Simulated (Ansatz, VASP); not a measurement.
# InO: VASP beside Ansatz

The input INCAR:

```
SYSTEM = InO
ALGO = Normal
EDIFF = 1E-6
ENCUT = 600
GGA = PE
GGA_COMPAT = .FALSE.
ISIF = 2
ISMEAR = 0
IVDW = 12
LASPH = .TRUE.
LCHARG = .FALSE.
LREAL = .FALSE.
LWAVE = .FALSE.
NBANDS = 27
NELM = 120
PREC = Accurate
SIGMA = 0.05
```

KPOINTS

```
k-points
0
G
  12 12 4
  0 0 0
```

File POSCAR:

```
InO
1.0
    3.6207095896      0.0000000000      0.0000000000
   -1.8103547948      3.1356264843      0.0000000000
    0.0000000000      0.0000000000     14.2242908260
In O
2 2
Direct
    0.6666666667      0.3333333333      0.5895266171
    0.6666666667      0.3333333333      0.4104733829
    0.0000000000      0.0000000000      0.6398766426
    0.0000000000      0.0000000000      0.3601233574
```

Input for Ansatz:

```yaml
crystal:
  lattice:
    - [3.6207095896, 0.0, 0.0]
    - [-1.8103547948, 3.1356264843, 0.0]
    - [0.0, 0.0, 14.224290826]
  atoms:
    - { symbol: In, position: [0.6666666667, 0.3333333333, 0.5895266171] }
    - { symbol: In, position: [0.6666666667, 0.3333333333, 0.4104733829] }
    - { symbol: O, position: [0.0, 0.0, 0.6398766426] }
    - { symbol: O, position: [0.0, 0.0, 0.3601233574] }
basis:
  ecutwfc: 420
kpoints:
  mp_grid: { grid: [12, 12, 4] }
hamiltonian:
  xc: pbe
  dispersion: d3bj
scf:
  occupations: { method: gaussian, width: 0.05 }
output:
  forces: true
  stress: true
  eigenvalues: true
  write_density: true
  write_potential: true
  elf: true
  volumetric_format: npy
```

Alike in both runs: task single point; functional PBE; dispersion D3(BJ); k mesh 12 × 12 × 4; occupations gaussian, width 0.05 eV; no spin polarisation.

```csv
,VASP,Ansatz
version,VASP 6.6.1,Ansatz 0.2.0
potentials or method,"VASP PAW PBE potentials, release 64 (In_d, O), cutoff 600 eV","scalar-relativistic, plane waves, PAW"
valence electrons in the cell,38,38
```

```csv
,VASP,Ansatz,Ansatz less VASP
gap on the k mesh at the Fermi level (eV),0.33,0.35,+0.014
least direct gap on the mesh (eV),0.90,0.91,+0.009
rms of the force components (eV/Å),0.985,0.995,+0.0100
```

Atom by atom the forces differ by 0.014 eV/Å (rms over components). Ansatz's warnings: xc potential rough in thin density.
